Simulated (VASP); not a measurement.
# MoS2 (P6_3/mmc) in VASP: further runs

The runs below take MoS2 through single point, with PBE+D3(BJ).

All numbers are computed with VASP 6.6.1; they aren't measurements. Logs are shortened: lines on timing, memory, paths and dates and some standing lists are left out, and cuts for length are marked.

**Measured values to compare with.**

“Multiwavelength excitation Raman Scattering Analysis of bulk and 2 dimensional MoS2: Vibrational properties of atomically thin MoS2 layers”, 2015, arxiv:1506.03228 reports, for a bulk crystal of MoS2 at 300 K: band gap 1.3 eV (indirect).

How close the calculation comes is told below.

## 1. The cell of the first run

It takes space group P6_3/mmc (No. 194, hexagonal). Conventional cell: a = 3.149 Å, b = 3.149 Å, c = 12.090 Å, α = 90.00°, β = 90.00°, γ = 120.00°. Within 3.2 Å of Mo (site symmetry -6m2) lie 6 S at 2.40 Å and 6 Mo at 3.15 Å. S (site symmetry 3m) has 3 Mo at 2.40 Å and 7 S at 3.13 to 3.15 Å within 3.2 Å.

## 2. Single point, PBE+D3(BJ)

INCAR

```
SYSTEM = MoS2
PREC = Accurate
ENCUT = 520
EDIFF = 1E-7
ISMEAR = 0
SIGMA = 0.02
LREAL = .FALSE.
LASPH = .TRUE.
NELM = 100
ALGO = Normal
ISIF = 2
LWAVE = .FALSE.
LCHARG = .FALSE.
GGA = PE
IVDW = 12
NBANDS = 35
```

KPOINTS

```
regular mesh
0
G
  12 12 4
  0 0 0
```

POSCAR

```
MoS2
1.0
    3.1491693351      0.0000000000      0.0000000000
   -1.5745846676      2.7272606450      0.0000000000
    0.0000000000      0.0000000000     12.0898532728
Mo S
2 4
Direct
    0.3333333333      0.6666666667      0.2500000000
    0.6666666667      0.3333333333      0.7500000000
    0.3333333333      0.6666666667      0.6204902089
    0.6666666667      0.3333333333      0.1204902089
    0.3333333333      0.6666666667      0.8795097911
    0.6666666667      0.3333333333      0.3795097911
```

Potentials or basis: VASP PAW PBE potentials, release 64 (Mo_sv, S).

Launch:

```sh
$ cat potpaw_PBE.64/Mo_sv/POTCAR potpaw_PBE.64/S/POTCAR > POTCAR
$ mpirun -np 1 vasp_std > vasp.out
```

OUTCAR:

```text
SYSTEM = MoS2
   PREC = Accurate
   ENCUT = 520
   EDIFF = 1E-7
   ISMEAR = 0
   LREAL = .FALSE.
   LASPH = .TRUE.
   NELM = 100
   ISIF = 2
   GGA = PE
   IVDW = 12
 IVDW          = 12

 ion  position               nearest neighbor table
   1  0.333  0.667  0.250-   4 2.40   6 2.40   4 2.40   6 2.40   4 2.40   6 2.40
   2  0.667  0.333  0.750-   3 2.40   5 2.40   3 2.40   5 2.40   3 2.40   5 2.40
   3  0.333  0.667  0.620-   2 2.40   2 2.40   2 2.40
   4  0.667  0.333  0.120-   1 2.40   1 2.40   1 2.40
   5  0.333  0.667  0.880-   2 2.40   2 2.40   2 2.40
   6  0.667  0.333  0.380-   1 2.40   1 2.40   1 2.40

  LATTYP: Found a hexagonal cell.
 ALAT       =     3.1491693351
 C/A-ratio  =     3.8390610305

  Lattice vectors:

 A1 = (   3.1491693351,   0.0000000000,   0.0000000000)
 A2 = (  -1.5745846676,   2.7272606450,   0.0000000000)
 A3 = (   0.0000000000,   0.0000000000,  12.0898532728)

Analysis of symmetry for initial positions (statically):
=====================================================================
 Subroutine PRICEL returns:
 Original cell was already a primitive cell.

 Routine SETGRP: Setting up the symmetry group for a
 hexagonal supercell.

 Subroutine GETGRP returns: Found 24 space group operations
 (whereof 12 operations were pure point group operations)
 out of a pool of 24 trial point group operations.

The static configuration has the point symmetry D_3d.
 The point group associated with its full space group is D_6h.

Analysis of symmetry for dynamics (positions and initial velocities):
=====================================================================
 Subroutine PRICEL returns:
 Original cell was already a primitive cell.

 Routine SETGRP: Setting up the symmetry group for a
 hexagonal supercell.

 Subroutine GETGRP returns: Found 24 space group operations
 (whereof 12 operations were pure point group operations)
 out of a pool of 24 trial point group operations.

The dynamic configuration has the point symmetry D_3d.
 The point group associated with its full space group is D_6h.

 Subroutine INISYM returns: Found 24 space group operations
 (whereof 12 operations are pure point group operations),
 and found     1 'primitive' translations

----------------------------------------------------------------------------------------

                                     Primitive cell

  volume of cell :     103.8350

  direct lattice vectors                    reciprocal lattice vectors
     3.149169335  0.000000000  0.000000000     0.317544055  0.183334146  0.000000000
    -1.574584668  2.727260645  0.000000000     0.000000000  0.366668291  0.000000000
     0.000000000  0.000000000 12.089853273     0.000000000  0.000000000  0.082713990

  length of vectors
     3.149169335  3.149169335 12.089853273     0.366668291  0.366668291  0.082713990

  position of ions in fractional coordinates (direct lattice)
     0.333333333  0.666666667  0.250000000
     0.666666667  0.333333333  0.750000000
     0.333333333  0.666666667  0.620490209
     0.666666667  0.333333333  0.120490209
     0.333333333  0.666666667  0.879509791
     0.666666667  0.333333333  0.379509791

  ion indices of the primitive-cell ions
   primitive index   ion index
                 1           1
                 2           2
                 3           3
                 4           4
                 5           5
                 6           6

----------------------------------------------------------------------------------------

 KPOINTS: regular mesh

Automatic generation of k-mesh.
 Grid dimensions read from file:
 generate k-points for:   12   12    4

 Generating k-lattice:

  Cartesian coordinates                     Fractional coordinates (reciprocal lattice)
     0.026462005  0.015277845  0.000000000     0.083333333  0.000000000  0.000000000
     0.000000000  0.030555691  0.000000000     0.000000000  0.083333333  0.000000000
     0.000000000  0.000000000  0.020678497     0.000000000  0.000000000  0.250000000

  Length of vectors
     0.030555691  0.030555691  0.020678497

  Shift w.r.t. Gamma in fractional coordinates (k-lattice)
     0.000000000  0.000000000  0.000000000

 Subroutine IBZKPT returns following result:
 ===========================================

 Found     57 irreducible k-points:

 Following reciprocal coordinates:
            Coordinates               Weight
  0.000000  0.000000  0.000000      1.000000
  0.083333  0.000000  0.000000      6.000000
  0.166667  0.000000  0.000000      6.000000
  0.250000 -0.000000  0.000000      6.000000
  0.333333  0.000000  0.000000      6.000000
  0.416667 -0.000000  0.000000      6.000000
[... 16 lines left out ...]
  0.250000 -0.000000  0.250000     12.000000
  0.333333  0.000000  0.250000     12.000000
 [... further k-points ...]
   k-points           NKPTS =     57   k-points in BZ     NKDIM =     57   number of bands    NBANDS=     35
   number of dos      NEDOS =    301   number of ions     NIONS =      6
   total plane-waves  NPLWV =  51840
   dimension x,y,z NGX =    24 NGY =   24 NGZ =   90
   dimension x,y,z NGXF=    48 NGYF=   48 NGZF=  180
   ions per type =               2   4
   NGX,Y,Z   is equivalent  to a cutoff of  12.67, 12.67, 12.38 a.u.
   NGXF,Y,Z  is equivalent  to a cutoff of  25.34, 25.34, 24.75 a.u.
 SYSTEM =  MoS2
   PREC   = accura    normal or accurate (medium, high low for compatibility)
   ISTART =      0    job   : 0-new  1-cont  2-samecut
   ICHARG =      2    charge: 1-file 2-atom 10-const
   ISPIN  =      1    spin polarized calculation?
   LNONCOLLINEAR =      F non collinear calculations
   LSORBIT =      F    spin-orbit coupling
   LASPH  =      T    aspherical Exc in radial PAW
   ENCUT  =  520.0 eV  38.22 Ry    6.18 a.u.   5.86  5.86 22.48*2*pi/ulx,y,z
   NELM   =    100;   NELMIN=  2; NELMDL= -5     # of ELM steps
   EDIFF  = 0.1E-06   stopping-criterion for ELM
   LREAL  =      F    real-space projection
   EDIFFG = 0.1E-05   stopping-criterion for IOM
   NSW    =      0    number of steps for IOM
   IBRION =     -1    ionic relax: 0-MD 1-quasi-New 2-CG
   NFREE  =      0    steps in history (QN), initial steepest desc. (CG)
   ISIF   =      2    stress and relaxation
   ISYM   =      2    0-nonsym 1-usesym 2-fastsym
   POTIM  = 0.5000    time-step for ionic-motion
   TEBEG  =    0.0;   TEEND  =   0.0 temperature during run
   PSTRESS=    0.0 pullay stress
   NELECT =      52.0000    total number of electrons
   NUPDOWN=      -1.0000    fix difference up-down
   EMIN   =  10.00;   EMAX   =-10.00  energy-range for DOS
   EFERMI =   0.00;   METHOD = LEGACY
   ISMEAR =     0;   SIGMA  =   0.02  broadening in eV -4-tet -1-fermi 0-gaus
   EFERMI_NEDOS =   21; number of points for ismear=-14 and -15
   IALGO  =     38    algorithm
   IMIX   =      4    mixing-type and parameters
     AMIX     =   0.40;   BMIX     =  1.00
     AMIX_MAG =   1.60;   BMIX_MAG =  1.00
  volume/ion in A,a.u.               =      17.31       116.79
  Fermi-wavevector in a.u.,A,eV,Ry     =   1.300054  2.456746 22.995755  1.690140
  Thomas-Fermi vector in A             =   2.431278
   LORBIT       =      0    0 simple, 1 ext, 2 COOP (PROOUT), +10 PAW based schemes
   GGA     = PE    functional components
   LHFCALC =     F    Hartree Fock is set to
   AEXX    =    0.0000 exact exchange contribution
   IVDW    =    12    specifies the selected vdW correction
   LEPSILON=     F    determine dielectric tensor
   LRPA    =     F    only Hartree local field effects (RPA)
 non-spin polarized calculation
 Gauss-broadening in eV      SIGMA  =   0.02
  energy-cutoff  :      520.00
  volume of cell :      103.83
 maximum number of plane-waves:      2820
 NGX is ok and might be reduce to    24
   NGX = 11   NGY = 11   NGZ = 45

 number of electron      52.0000003 magnetization

 Free energy of the ion-electron system (eV)
  ---------------------------------------------------
  ext. energy  EPLUGINS =         0.00000000
  ---------------------------------------------------
  free energy    TOTEN  =       -43.54501173 eV

  energy without entropy =      -43.54501173  energy(sigma->0) =      -43.54501173

 E-fermi :   8.0472     XC(G=0): -11.0151

 val. band max:        7.9482083832   @ k =   0.0000   0.0000   0.0000
 cond. band min:       8.7484390988   @ k =   0.1667   0.1667   0.0000
 fundamental gap:      0.8002307156
 Fermi energy:         8.0472274970

 k-point     1 :       0.0000    0.0000    0.0000
  band No.  band energies     occupation
      1     -53.5900      2.00000
      2     -53.5900      2.00000
      3     -27.7538      2.00000
      4     -27.7537      2.00000
      5     -27.5121      2.00000
      6     -27.5121      2.00000
[... 27 lines left out ...]
     34      10.4032      0.00000
     35      13.5869      0.00000

 k-point     2 :       0.0833    0.0000    0.0000
  band No.  band energies     occupation
      1     -53.5871      2.00000
      2     -53.5871      2.00000
      3     -27.7482      2.00000
      4     -27.7481      2.00000
      5     -27.5407      2.00000
      6     -27.5407      2.00000
[... 27 lines left out ...]
     34      10.2974      0.00000
     35      14.0865      0.00000

 k-point     3 :       0.1667    0.0000    0.0000
  band No.  band energies     occupation
      1     -53.5792      2.00000
      2     -53.5792      2.00000
      3     -27.7329      2.00000
      4     -27.7328      2.00000
      5     -27.6179      2.00000
      6     -27.6179      2.00000
[... 27 lines left out ...]
     34      10.7481      0.00000
     35      15.1052      0.00000

 k-point     4 :       0.2500   -0.0000    0.0000
  band No.  band energies     occupation
      1     -53.5684      2.00000
      2     -53.5684      2.00000
      3     -27.7220      2.00000
      4     -27.7219      2.00000
      5     -27.7119      2.00000
      6     -27.7118      2.00000
[... 27 lines left out ...]
     34      11.2327      0.00000
     35      15.3853      0.00000

 k-point     5 :       0.3333    0.0000    0.0000
  band No.  band energies     occupation
      1     -53.5576      2.00000
      2     -53.5576      2.00000
      3     -27.8244      2.00000
      4     -27.8244      2.00000
      5     -27.6908      2.00000
      6     -27.6907      2.00000
[... 638 lines left out ...]
 k-point    22 :       0.1667    0.0000    0.2500
  band No.  band energies     occupation
      1     -53.5792      2.00000
      2     -53.5792      2.00000
      3     -27.7329      2.00000
      4     -27.7328      2.00000
      5     -27.6179      2.00000
      6     -27.6179      2.00000
[... 27 lines left out ...]
     34      10.7300      0.00000
     35      15.1390      0.00000

 k-point    23 :       0.2500   -0.0000    0.2500
  band No.  band energies     occupation
      1     -53.5684      2.00000
      2     -53.5684      2.00000
      3     -27.7220      2.00000
      4     -27.7220      2.00000
      5     -27.7118      2.00000
      6     -27.7118      2.00000
[... 27 lines left out ...]
     34      11.1957      0.00000
     35      15.3056      0.00000

 k-point    24 :       0.3333    0.0000    0.2500
  band No.  band energies     occupation
      1     -53.5576      2.00000
      2     -53.5576      2.00000
      3     -27.8244      2.00000
      4     -27.8244      2.00000
      5     -27.6907      2.00000
      6     -27.6907      2.00000
[... 27 lines left out ...]
     34      11.5376      0.00000
     35      14.5189      0.00000

 [... further k-points ...]

------------------------ aborting loop because EDIFF is reached ----------------------------------------

 Edisp (eV)   -2.62538

 E8    (eV) :    -1.0586

  FORCE on cell =-STRESS in cart. coord.  units (eV):
  Direction    XX          YY          ZZ          XY          YZ          ZX
  --------------------------------------------------------------------------------------
  -------------------------------------------------------------------------------------
  Total      -0.06054    -0.06054    -0.09476     0.00000    -0.00000     0.00000
  in kB      -0.93410    -0.93410    -1.46214     0.00000    -0.00000     0.00000
  external pressure =       -1.11 kB  Pullay stress =        0.00 kB

 VOLUME and BASIS-vectors are now :
 -----------------------------------------------------------------------------
  energy-cutoff  :      520.00
  volume of cell :      103.83
      direct lattice vectors                 reciprocal lattice vectors
     3.149169335  0.000000000  0.000000000     0.317544055  0.183334146  0.000000000
    -1.574584668  2.727260645  0.000000000     0.000000000  0.366668291  0.000000000
     0.000000000  0.000000000 12.089853273     0.000000000  0.000000000  0.082713990

 POSITION                                       TOTAL-FORCE (eV/Angst)
 -----------------------------------------------------------------------------------
     -0.00000      1.81817      3.02246        -0.000000      0.000000      0.000000
      1.57458      0.90909      9.06739         0.000000     -0.000000      0.000000
     -0.00000      1.81817      7.50164        -0.000000      0.000000      0.011002
      1.57458      0.90909      1.45671         0.000000      0.000000      0.011002
     -0.00000      1.81817     10.63314        -0.000000     -0.000000     -0.011002
      1.57458      0.90909      4.58822         0.000000      0.000000     -0.011002
 -----------------------------------------------------------------------------------
    total drift:                               -0.000000      0.000000     -0.000000

  FREE ENERGIE OF THE ION-ELECTRON SYSTEM (eV)
  ---------------------------------------------------
  free  energy   TOTEN  =       -46.1703869303 eV

  energy  without entropy=      -46.1703869303  energy(sigma->0) =      -46.17038693
```

It took 2.1 min on 1 thread of AMD EPYC 9R45 (Zen 5), shared host; peak memory 0.29 GiB.

Results:

```yaml
Free_energy: -46.1704 eV
Pressure: -0.1 GPa
Largest_force: 0.011 eV/Å
Band_gap_on_the_k_mesh: 0.80 eV (least direct gap 1.70 eV)
Dispersion_energy_per_atom: -0.438 eV
```

Forces in eV/Å, atoms in the order of the input:
```
Mo   0.000  0.000  0.000
Mo   0.000  0.000  0.000
S    0.000  0.000  0.011
S    0.000  0.000  0.011
S    0.000  0.000 -0.011
S    0.000  0.000 -0.011
```

## 3. Single point, PBE+D3(BJ)

INCAR

```
ALGO = Normal ; EDIFF = 1E-6
ENCUT = 520 ; GGA = PE
ISIF = 2 ; ISMEAR = 0
IVDW = 12 ; LASPH = True
LCHARG = False ; LREAL = False
LWAVE = False ; NBANDS = 35
NELM = 60 ; PREC = Accurate
SIGMA = 0.02
```

KPOINTS

```
k-points
0
Gamma
  12 12 4
```

POSCAR is that of step 2.

Potentials or basis: VASP PAW PBE potentials, release 64 (Mo_sv, S).

Launch:

```sh
$ cat potpaw_PBE.64/Mo_sv/POTCAR potpaw_PBE.64/S/POTCAR > POTCAR
$ mpirun -np 1 vasp_std > vasp.out
```

Run time: 4.2 min. Hardware: 1 thread of Intel Xeon 8259CL, shared host; peak memory 0.33 GiB.

The run converged. Its results:

| Quantity | Value |
| --- | --- |
| Free energy | -46.1704 eV |
| Pressure | -0.1 GPa |
| Largest force | 0.011 eV/Å |
| Band gap on the k mesh | 0.80 eV (least direct gap 1.70 eV) |
| Dispersion energy per atom | -0.438 eV |

Forces on the atoms (eV/Å):
```
Mo   0.000  0.000  0.000
Mo   0.000  0.000  0.000
S    0.000  0.000  0.011
S    0.000  0.000  0.011
S    0.000  0.000 -0.011
S    0.000  0.000 -0.011
```

Levels at points of the mesh, in eV from the valence-band top:
```csv
k point,band 22,band 23,band 24,band 25,band 26,band 27,band 28,band 29,band 30,band 31
"(0.00, 0.00, 0.00)",-2.15,-2.15,-1.27,-1.11,0.00,2.09,2.09,2.13,2.13,2.23
"(0.50, 0.00, 0.00)",-2.55,-1.78,-1.52,-1.49,-1.33,1.62,1.68,2.00,2.31,2.83
"(0.00, 0.00, 0.50)",-2.18,-2.18,-2.18,-0.26,-0.26,2.10,2.10,2.10,2.10,2.36
"(0.50, 0.00, 0.50)",-2.74,-1.65,-1.65,-1.40,-1.40,1.65,1.65,2.17,2.17,3.23
```

## 4. Comparison with measurements

Step 2. Measured gap of MoS2: 1.3 eV (indirect; 300 K; “Multiwavelength excitation Raman Scattering Analysis of bulk and 2 dimensional MoS2: Vibrational properties of atomically thin MoS2 layers”, 2015, arxiv:1506.03228). This calculation gives 0.80 eV (-0.50 eV). Spin-orbit coupling on Mo is left out. The value is that of PBE+D3(BJ) on a finite k mesh, which can miss the band edges, without temperature or zero-point motion. Semilocal functionals fall short of measured gaps as a rule.

Step 3. Measured gap of MoS2: 1.3 eV (indirect; 300 K; “Multiwavelength excitation Raman Scattering Analysis of bulk and 2 dimensional MoS2: Vibrational properties of atomically thin MoS2 layers”, 2015, arxiv:1506.03228). This calculation gives 0.80 eV (-0.50 eV). Spin-orbit coupling on Mo is left out. The value is that of PBE+D3(BJ) on a finite k mesh, which can miss the band edges, without temperature or zero-point motion. Semilocal functionals fall short of measured gaps as a rule.
